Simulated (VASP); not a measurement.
# AlGa3P4 (P-4m2) in VASP: further runs

The runs below take AlGa3P4 through relaxation of cell and atoms, single point, with PBE.

Everything below comes from runs of VASP 6.6.1. Logs are shortened: lines on timing, memory, paths and dates and some standing lists are left out, and cuts for length are marked.

## 1. The cell of the first run

Symmetry: P-4m2, No. 115, tetragonal system. Conventional cell: a = 3.769 Å, b = 3.769 Å, c = 10.660 Å, α = 90.00°, β = 90.00°, γ = 90.00°. Within 3.1 Å of Al (site symmetry -4m2) lie 4 P at 2.31 Å. Ga (site symmetry 2mm) has 4 P at 2.31 Å within 3.1 Å. Within 3.1 Å of Ga (site symmetry -4m2) lie 4 P at 2.31 Å. Within 3.1 Å of P (site symmetry 2mm) lie 2 Al at 2.31 Å and 2 Ga at 2.31 Å. Within 3.1 Å of P (site symmetry 2mm) lie 4 Ga at 2.31 Å.

## 2. Relaxation of cell and atoms, PBE

Input file INCAR:

```
SYSTEM = AlGa3P4
PREC = Accurate ; ENCUT = 600
EDIFF = 1E-6 ; ISMEAR = 0
SIGMA = 0.1 ; LREAL = .False.
LASPH = .True. ; NELM = 100
ALGO = Normal ; ISIF = 3
LWAVE = .False. ; LCHARG = .False.
GGA = PE ; IBRION = 2
NSW = 90 ; EDIFFG = -0.04
```

Input file KPOINTS:

```
Automatic mesh
0
Gamma
  4 4 2
  0 0 0
```

Input file POSCAR:

```
AlGa3P4
1.0
    3.7687221900      0.0000000000      0.0000000000
    0.0000000000      3.7687221900      0.0000000000
    0.0000000000      0.0000000000     10.6595560600
Al Ga P
1 3 4
Direct
    0.0000000000      0.0000000000      0.0000000000
    0.5000000000      0.5000000000      0.2500000000
    0.0000000000      0.0000000000      0.5000000000
    0.5000000000      0.5000000000      0.7500000000
    0.5000000000      0.0000000000      0.1250000000
    0.0000000000      0.5000000000      0.3750000000
    0.5000000000      0.0000000000      0.6250000000
    0.0000000000      0.5000000000      0.8750000000
```

Potentials or basis: VASP PAW PBE potentials, release 64 (Al, Ga_d, P).

The run is started by

```sh
cat potpaw_PBE.64/Al/POTCAR potpaw_PBE.64/Ga_d/POTCAR potpaw_PBE.64/P/POTCAR > POTCAR
mpirun -np 1 vasp_std > vasp.out
```

OUTCAR:

```text
SYSTEM = AlGa3P4
   PREC = Accurate
   ENCUT = 600
   EDIFF = 1E-6
   ISMEAR = 0
   LREAL = .False.
   LASPH = .True.
   NELM = 100
   ISIF = 3
   GGA = PE
   IBRION = 2
   NSW = 90
   EDIFFG = -0.04

 ion  position               nearest neighbor table
   1  0.000  0.000  0.000-   5 2.31   8 2.31   8 2.31   5 2.31
   2  0.500  0.500  0.250-   5 2.31   6 2.31   5 2.31   6 2.31
   3  0.000  0.000  0.500-   6 2.31   7 2.31   6 2.31   7 2.31
   4  0.500  0.500  0.750-   7 2.31   8 2.31   7 2.31   8 2.31
   5  0.500  0.000  0.125-   1 2.31   2 2.31   2 2.31   1 2.31
   6  0.000  0.500  0.375-   2 2.31   3 2.31   3 2.31   2 2.31
   7  0.500  0.000  0.625-   3 2.31   4 2.31   4 2.31   3 2.31
   8  0.000  0.500  0.875-   1 2.31   4 2.31   1 2.31   4 2.31

  LATTYP: Found a simple tetragonal cell.
 ALAT       =     3.7687221900
 C/A-ratio  =     2.8284271227

  Lattice vectors:

 A1 = (   3.7687221900,   0.0000000000,   0.0000000000)
 A2 = (   0.0000000000,   3.7687221900,   0.0000000000)
 A3 = (   0.0000000000,   0.0000000000,  10.6595560600)

Analysis of symmetry for initial positions (statically):
=====================================================================
 Subroutine PRICEL returns:
 Original cell was already a primitive cell.

 Routine SETGRP: Setting up the symmetry group for a
 simple tetragonal supercell.

 Subroutine GETGRP returns: Found  8 space group operations
 (whereof  8 operations were pure point group operations)
 out of a pool of 16 trial point group operations.

The static configuration has the point symmetry D_2d.

Analysis of symmetry for dynamics (positions and initial velocities):
=====================================================================
 Subroutine PRICEL returns:
 Original cell was already a primitive cell.

 Routine SETGRP: Setting up the symmetry group for a
 simple tetragonal supercell.

 Subroutine GETGRP returns: Found  8 space group operations
 (whereof  8 operations were pure point group operations)
 out of a pool of 16 trial point group operations.

The dynamic configuration has the point symmetry D_2d.

 Subroutine INISYM returns: Found  8 space group operations
 (whereof  8 operations are pure point group operations),
 and found     1 'primitive' translations

----------------------------------------------------------------------------------------

                                     Primitive cell

  volume of cell :     151.4005

  direct lattice vectors                    reciprocal lattice vectors
     3.768722190  0.000000000  0.000000000     0.265341925  0.000000000  0.000000000
     0.000000000  3.768722190  0.000000000     0.000000000  0.265341925  0.000000000
     0.000000000  0.000000000 10.659556060     0.000000000  0.000000000  0.093812537

  length of vectors
     3.768722190  3.768722190 10.659556060     0.265341925  0.265341925  0.093812537

  position of ions in fractional coordinates (direct lattice)
     0.000000000  0.000000000  0.000000000
     0.500000000  0.500000000  0.250000000
     0.000000000  0.000000000  0.500000000
     0.500000000  0.500000000  0.750000000
     0.500000000  0.000000000  0.125000000
     0.000000000  0.500000000  0.375000000
     0.500000000  0.000000000  0.625000000
     0.000000000  0.500000000  0.875000000

  ion indices of the primitive-cell ions
   primitive index   ion index
                 1           1
                 2           2
                 3           3
                 4           4
                 5           5
                 6           6
                 7           7
                 8           8

----------------------------------------------------------------------------------------

 KPOINTS: Automatic mesh

Automatic generation of k-mesh.
 Grid dimensions read from file:
 generate k-points for:    4    4    2

 Generating k-lattice:

  Cartesian coordinates                     Fractional coordinates (reciprocal lattice)
     0.066335481  0.000000000  0.000000000     0.250000000  0.000000000  0.000000000
     0.000000000  0.066335481  0.000000000     0.000000000  0.250000000  0.000000000
     0.000000000  0.000000000  0.046906269     0.000000000  0.000000000  0.500000000

  Length of vectors
     0.066335481  0.066335481  0.046906269

  Shift w.r.t. Gamma in fractional coordinates (k-lattice)
     0.000000000  0.000000000  0.000000000

 Subroutine IBZKPT returns following result:
 ===========================================

 Found     12 irreducible k-points:

 Following reciprocal coordinates:
            Coordinates               Weight
  0.000000  0.000000  0.000000      1.000000
  0.250000  0.000000  0.000000      4.000000
  0.500000  0.000000  0.000000      2.000000
  0.250000  0.250000  0.000000      4.000000
  0.500000  0.250000  0.000000      4.000000
  0.500000  0.500000  0.000000      1.000000
  0.000000  0.000000  0.500000      1.000000
  0.250000  0.000000  0.500000      4.000000
  0.500000  0.000000  0.500000      2.000000
  0.250000  0.250000  0.500000      4.000000
  0.500000  0.250000  0.500000      4.000000
  0.500000  0.500000  0.500000      1.000000
   k-points           NKPTS =     12   k-points in BZ     NKDIM =     12   number of bands    NBANDS=     37
   number of dos      NEDOS =    301   number of ions     NIONS =      8
   total plane-waves  NPLWV =  81000
   dimension x,y,z NGX =    30 NGY =   30 NGZ =   90
   dimension x,y,z NGXF=    60 NGYF=   60 NGZF=  180
   ions per type =               1   3   4
   NGX,Y,Z   is equivalent  to a cutoff of  13.23, 13.23, 14.04 a.u.
   NGXF,Y,Z  is equivalent  to a cutoff of  26.47, 26.47, 28.07 a.u.
 SYSTEM =  AlGa3P4
   PREC   = accura    normal or accurate (medium, high low for compatibility)
   ISTART =      0    job   : 0-new  1-cont  2-samecut
   ICHARG =      2    charge: 1-file 2-atom 10-const
   ISPIN  =      1    spin polarized calculation?
   LNONCOLLINEAR =      F non collinear calculations
   LSORBIT =      F    spin-orbit coupling
   LASPH  =      T    aspherical Exc in radial PAW
   ENCUT  =  600.0 eV  44.10 Ry    6.64 a.u.   7.53  7.53 21.29*2*pi/ulx,y,z
   NELM   =    100;   NELMIN=  2; NELMDL= -5     # of ELM steps
   EDIFF  = 0.1E-05   stopping-criterion for ELM
   LREAL  =      F    real-space projection
   EDIFFG = -.4E-01   stopping-criterion for IOM
   NSW    =     90    number of steps for IOM
   IBRION =      2    ionic relax: 0-MD 1-quasi-New 2-CG
   NFREE  =      1    steps in history (QN), initial steepest desc. (CG)
   ISIF   =      3    stress and relaxation
   ISYM   =      2    0-nonsym 1-usesym 2-fastsym
   POTIM  = 0.5000    time-step for ionic-motion
   TEBEG  =    0.0;   TEEND  =   0.0 temperature during run
   PSTRESS=    0.0 pullay stress
   NELECT =      62.0000    total number of electrons
   NUPDOWN=      -1.0000    fix difference up-down
   EMIN   =  10.00;   EMAX   =-10.00  energy-range for DOS
   EFERMI =   0.00;   METHOD = LEGACY
   ISMEAR =     0;   SIGMA  =   0.10  broadening in eV -4-tet -1-fermi 0-gaus
   EFERMI_NEDOS =   21; number of points for ismear=-14 and -15
   IALGO  =     38    algorithm
   IMIX   =      4    mixing-type and parameters
     AMIX     =   0.40;   BMIX     =  1.00
     AMIX_MAG =   1.60;   BMIX_MAG =  1.00
  volume/ion in A,a.u.               =      18.93       127.71
  Fermi-wavevector in a.u.,A,eV,Ry     =   1.215709  2.297357 20.108706  1.477948
  Thomas-Fermi vector in A             =   2.351087
   LORBIT       =      0    0 simple, 1 ext, 2 COOP (PROOUT), +10 PAW based schemes
   GGA     = PE    functional components
   LHFCALC =     F    Hartree Fock is set to
   AEXX    =    0.0000 exact exchange contribution
   IVDW    =     0    specifies the selected vdW correction
   LEPSILON=     F    determine dielectric tensor
   LRPA    =     F    only Hartree local field effects (RPA)
 conjugate gradient relaxation of ions
 non-spin polarized calculation
 Gauss-broadening in eV      SIGMA  =   0.10
  energy-cutoff  :      600.00
  volume of cell :      151.40
 maximum number of plane-waves:      5090
   NGX = 15   NGY = 15   NGZ = 43

--------------------------------------- Ionic step        1  -------------------------------------------

 number of electron      62.0000021 magnetization

 Free energy of the ion-electron system (eV)
  ---------------------------------------------------
  ext. energy  EPLUGINS =         0.00000000
  ---------------------------------------------------
  free energy    TOTEN  =       -37.13804285 eV

  energy without entropy =      -37.13804285  energy(sigma->0) =      -37.13804285

------------------------ aborting loop because EDIFF is reached ----------------------------------------

  FORCE on cell =-STRESS in cart. coord.  units (eV):
  Direction    XX          YY          ZZ          XY          YZ          ZX
  --------------------------------------------------------------------------------------
  -------------------------------------------------------------------------------------
  Total        9.4376931      9.4376931      8.4140288      0.0000000      0.0000000      0.0000000
  in kB       99.8732226     99.8732226     89.0404215      0.0000000      0.0000000      0.0000000
  external PRESSURE =      96.2622889 kB  Pullay stress =       0.0000000 kB
[... 153 lines left out ...]
  energy  without entropy=      -37.5733866288  energy(sigma->0) =      -37.57338663

--------------------------------------- Ionic step        5  -------------------------------------------

 number of electron      61.9999986 magnetization

 Free energy of the ion-electron system (eV)
  ---------------------------------------------------
  ext. energy  EPLUGINS =         0.00000000
  ---------------------------------------------------
  free energy    TOTEN  =       -37.57488507 eV

  energy without entropy =      -37.57488507  energy(sigma->0) =      -37.57488507

 E-fermi :   4.8241     XC(G=0):  -9.5438

 val. band max:        4.3672967807   @ k =   0.0000   0.0000   0.0000
 cond. band min:       5.9789334560   @ k =   0.5000   0.0000   0.0000
 fundamental gap:      1.6116366753
 Fermi energy:         4.8240937415

 k-point     1 :       0.0000    0.0000    0.0000
  band No.  band energies     occupation
      1     -10.1388      2.00000
      2     -10.1119      2.00000
      3     -10.0620      2.00000
      4     -10.0448      2.00000
      5     -10.0448      2.00000
      6     -10.0311      2.00000
[... 504 lines left out ...]
  FREE ENERGIE OF THE ION-ELECTRON SYSTEM (eV)
  ---------------------------------------------------
  free  energy   TOTEN  =       -37.5748850713 eV

  energy  without entropy=      -37.5748850713  energy(sigma->0) =      -37.57488507

 reached required accuracy - stopping structural energy minimisation
```

Wall time 7.8 min (1 thread of Intel Xeon 8259CL, shared host); peak memory 0.32 GiB.

Results:

| Property | Result |
| --- | --- |
| Free energy | -37.5749 eV |
| Relaxed volume | 20.86 Å³/atom |
| Relaxed cell | a = 3.902 Å, b = 3.902 Å, c = 10.959 Å, α = 90.00°, β = 90.00°, γ = 90.00° |
| Space group after relaxing (to 0.1 Å) | P-4m2 (No. 115) |
| Energy gained by relaxing | 54.6 meV/atom |
| Ionic steps | 5 |
| Pressure after relaxing | 0.1 GPa |
| Largest force after relaxing | 0.027 eV/Å |
| Band gap on the k mesh | 1.61 eV (least direct gap 1.66 eV) |

Forces in eV/Å, atoms in the order of the input:
```
Al   0.000  0.000  0.000
Ga   0.000  0.000 -0.009
Ga   0.000  0.000  0.000
Ga   0.000  0.000  0.009
P    0.000  0.000 -0.027
P    0.000  0.000  0.007
P    0.000  0.000 -0.007
P    0.000  0.000  0.027
```

Stress tensor (GPa, compression positive):
```
 0.26  0.00  0.00
 0.00  0.26  0.00
 0.00  0.00 -0.12
```

Step by step:
```tsv
step	energy change (eV)	largest force (eV/Å)	pressure (GPa)	volume (Å³)
1	0.0000	0.0713	9.63	151.40
2	-0.2914	0.0703	-4.15	177.71
3	-0.4355	0.0648	-0.04	167.21
4	-0.4353	0.0650	0.13	166.89
5	-0.4368	0.0270	0.13	166.88
```

Final structure:
```cif
data_structure
_symmetry_space_group_name_H-M 'P 1'
_symmetry_Int_Tables_number 1
_cell_length_a 3.9022
_cell_length_b 3.9022
_cell_length_c 10.9588
_cell_angle_alpha 90.000
_cell_angle_beta 90.000
_cell_angle_gamma 90.000
_cell_volume 166.88
loop_
_atom_site_label
_atom_site_type_symbol
_atom_site_fract_x
_atom_site_fract_y
_atom_site_fract_z
_atom_site_occupancy
Al1 Al 0.00000 0.00000 0.00000 1
Ga1 Ga 0.50000 0.50000 0.25017 1
Ga2 Ga 0.00000 0.00000 0.50000 1
Ga3 Ga 0.50000 0.50000 0.74983 1
P1 P 0.50000 0.00000 0.12454 1
P2 P 0.00000 0.50000 0.37509 1
P3 P 0.50000 0.00000 0.62491 1
P4 P 0.00000 0.50000 0.87546 1
```

A k mesh can miss the band edges.

## 3. Single point, PBE

This run uses another cell than the first one, of 20.88 Å³/atom.

Input file INCAR:

```
SYSTEM = AlGa3P4
PREC = Accurate
ENCUT = 520
EDIFF = 1E-6
ISMEAR = 0
SIGMA = 0.02
LREAL = .False.
LASPH = .True.
NELM = 100
ALGO = Normal
ISIF = 2
LWAVE = .False.
LCHARG = .False.
GGA = PE
NBANDS = 41
```

Input file KPOINTS:

```
regular mesh
0
Gamma
  8 8 4
  0 0 0
```

Input file POSCAR:

```
AlGa3P4
1.0
    3.8955586410      0.0000000000      0.0000000000
    0.0000000000      3.8955586410      0.0000000000
    0.0000000000      0.0000000000     11.0071309356
Al Ga P
1 3 4
Direct
    0.0000000000      0.0000000000      0.0000000000
    0.5000000000      0.5000000000      0.2500252183
    0.0000000000      0.0000000000      0.5000000000
    0.5000000000      0.5000000000      0.7499747817
    0.5000000000      0.0000000000      0.1244389192
    0.0000000000      0.5000000000      0.3750502457
    0.5000000000      0.0000000000      0.6249497543
    0.0000000000      0.5000000000      0.8755610808
```

Potentials or basis: VASP PAW PBE potentials, release 64 (Al, Ga_d, P).

The run is started by

```sh
cat potpaw_PBE.64/Al/POTCAR potpaw_PBE.64/Ga_d/POTCAR potpaw_PBE.64/P/POTCAR > POTCAR
mpirun -np 1 vasp_std > vasp.out
```

OUTCAR:

```text
SYSTEM = AlGa3P4
   PREC = Accurate
   ENCUT = 520
   EDIFF = 1E-6
   ISMEAR = 0
   LREAL = .False.
   LASPH = .True.
   NELM = 100
   ISIF = 2
   GGA = PE

 ion  position               nearest neighbor table
   1  0.000  0.000  0.000-   5 2.38   8 2.38   8 2.38   5 2.38
   2  0.500  0.500  0.250-   6 2.38   6 2.38   5 2.39   5 2.39
   3  0.000  0.000  0.500-   6 2.38   7 2.38   6 2.38   7 2.38
   4  0.500  0.500  0.750-   7 2.38   7 2.38   8 2.39   8 2.39
   5  0.500  0.000  0.124-   1 2.38   1 2.38   2 2.39   2 2.39
   6  0.000  0.500  0.375-   3 2.38   3 2.38   2 2.38   2 2.38
   7  0.500  0.000  0.625-   3 2.38   3 2.38   4 2.38   4 2.38
   8  0.000  0.500  0.876-   1 2.38   1 2.38   4 2.39   4 2.39

  LATTYP: Found a simple tetragonal cell.
[... 1268 lines left out ...]
  in kB       -0.4486979     -0.4486979     -0.3674339      0.0000000     -0.0000000      0.0000000
  external PRESSURE =      -0.4216099 kB  Pullay stress =       0.0000000 kB

 VOLUME and BASIS-vectors are now :
 -----------------------------------------------------------------------------
  energy-cutoff  :      520.00
  volume of cell :      167.04
      direct lattice vectors                 reciprocal lattice vectors
     3.895558641  0.000000000  0.000000000     0.256702592  0.000000000  0.000000000
     0.000000000  3.895558641  0.000000000     0.000000000  0.256702592  0.000000000
     0.000000000  0.000000000 11.007130936     0.000000000  0.000000000  0.090850196

 POSITION                                       TOTAL-FORCE (eV/Angst)
 -----------------------------------------------------------------------------------
      0.00000      0.00000      0.00000         0.000000      0.000000      0.000000
      1.94778      1.94778      2.75206         0.000000      0.000000     -0.001113
      0.00000      0.00000      5.50357        -0.000000      0.000000      0.000000
      1.94778      1.94778      8.25507         0.000000     -0.000000      0.001113
      1.94778      0.00000      1.36972         0.000000      0.000000     -0.003682
      0.00000      1.94778      4.12823        -0.000000      0.000000     -0.000471
      1.94778      0.00000      6.87890         0.000000      0.000000      0.000471
      0.00000      1.94778      9.63742         0.000000      0.000000      0.003682
 -----------------------------------------------------------------------------------
    total drift:                                0.000000      0.000000      0.000000

  FREE ENERGIE OF THE ION-ELECTRON SYSTEM (eV)
  ---------------------------------------------------
  free  energy   TOTEN  =       -37.7462093379 eV

  energy  without entropy=      -37.7462093379  energy(sigma->0) =      -37.74620934
```

It took 8.2 min on 1 thread of Intel Xeon 8259CL, shared host; peak memory 0.41 GiB.

What came out:

* Free energy: -37.7462 eV
* Pressure: 0.0 GPa
* Largest force: 0.004 eV/Å
* Band gap on the k mesh: 1.62 eV (least direct gap 1.69 eV)

Forces in eV/Å, atoms in the order of the input:
```
Al   0.000  0.000  0.000
Ga   0.000  0.000 -0.001
Ga   0.000  0.000  0.000
Ga   0.000  0.000  0.001
P    0.000  0.000 -0.004
P    0.000  0.000  0.000
P    0.000  0.000  0.000
P    0.000  0.000  0.004
```

Levels at points of the mesh, in eV from the valence-band top:
| k point | band 29 | band 30 | band 31 | band 32 | band 33 | band 34 |
| --- | --- | --- | --- | --- | --- | --- |
| (0.00, 0.00, 0.00) | -0.02 | 0.00 | 0.00 | 1.69 | 1.74 | 2.06 |
| (0.50, 0.00, 0.00) | -1.00 | -0.97 | -0.97 | 1.62 | 2.04 | 3.22 |
| (0.50, 0.50, 0.00) | -2.44 | -2.44 | -2.43 | 1.68 | 1.68 | 1.75 |
| (0.00, 0.00, 0.50) | -0.66 | -0.49 | -0.49 | 1.66 | 1.86 | 2.55 |
| (0.50, 0.00, 0.50) | -1.02 | -1.01 | -1.00 | 2.57 | 2.65 | 2.68 |
| (0.50, 0.50, 0.50) | -2.86 | -2.80 | -2.80 | 2.61 | 2.61 | 2.74 |

A k mesh can miss the band edges.
